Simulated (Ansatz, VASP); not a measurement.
One calculation of TiB2, two programs

INCAR

```
ALGO = Normal
EDIFF = 1E-7
ENCUT = 520
GGA = PS
ISIF = 2
ISMEAR = -1
LASPH = True
LCHARG = False
LREAL = False
LWAVE = False
NBANDS = 16
NELM = 60
PREC = Accurate
SIGMA = 0.03
```

File KPOINTS:

```
k-points
0
Gamma
  14 14 11
```

File POSCAR:

```
TiB2
1.0
    3.0291982016      0.0000000000      0.0000000000
   -1.5145991008      2.6233625957      0.0000000000
    0.0000000000      0.0000000000      3.1961160000
Ti B
1 2
Direct
    0.0000000000      0.0000000000      0.0000000000
    0.3333333333      0.6666666667      0.5000000000
    0.6666666667      0.3333333333      0.5000000000
```

Input for Ansatz:

```yaml
crystal:
  lattice:
    - [3.0291982016, 0.0, 0.0]
    - [-1.5145991008, 2.6233625957, 0.0]
    - [0.0, 0.0, 3.196116]
  atoms:
    - { symbol: Ti, position: [0.0, 0.0, 0.0] }
    - { symbol: B, position: [0.3333333333, 0.6666666667, 0.5] }
    - { symbol: B, position: [0.6666666667, 0.3333333333, 0.5] }
kpoints:
  mp_grid: { grid: [14, 14, 11] }
  band_path:
    path:
      - [0.0, 0.0, 0.0]
      - [0.5, 0.0, 0.0]
      - [0.3333333333, 0.3333333333, 0.0]
      - [0.0, 0.0, 0.0]
      - [0.0, 0.0, 0.5]
      - [0.5, 0.0, 0.5]
      - [0.3333333333, 0.3333333333, 0.5]
      - [0.0, 0.0, 0.5]
      - [0.5, 0.0, 0.5]
    npoints: 5
scf:
  occupations: { method: fermi_dirac, width: 0.03 }
hamiltonian:
  xc: pbesol
  pseudopotentials: { kind: all_electron, lapw: { basis_error: 0.001 } }
output:
  forces: true
  stress: true
  eigenvalues: true
```

Change from the starting cell: zz strain of -1 %.

Alike in both runs: task single point; functional PBEsol; k mesh 14 × 14 × 11; occupations fermi-dirac, width 0.03 eV; no spin polarisation.

```csv
,VASP,Ansatz
version,VASP 6.6.1,Ansatz 0.2.0
potentials or method,"VASP PAW PBE potentials, release 64 (Ti_sv, B), cutoff 520 eV","all-electron LAPW, scalar-relativistic"
```

|  | VASP | Ansatz | Ansatz less VASP |
| --- | --- | --- | --- |
| pressure (GPa) | -2.6 | -3.0 | -0.39 |
| traceless stress, the component that is largest in VASP (GPa) | 0.39 | 0.51 | +0.117 |

VASP's potentials were made for PBE, not for PBEsol. Ansatz ran all-electron here, and VASP with PAW potentials.
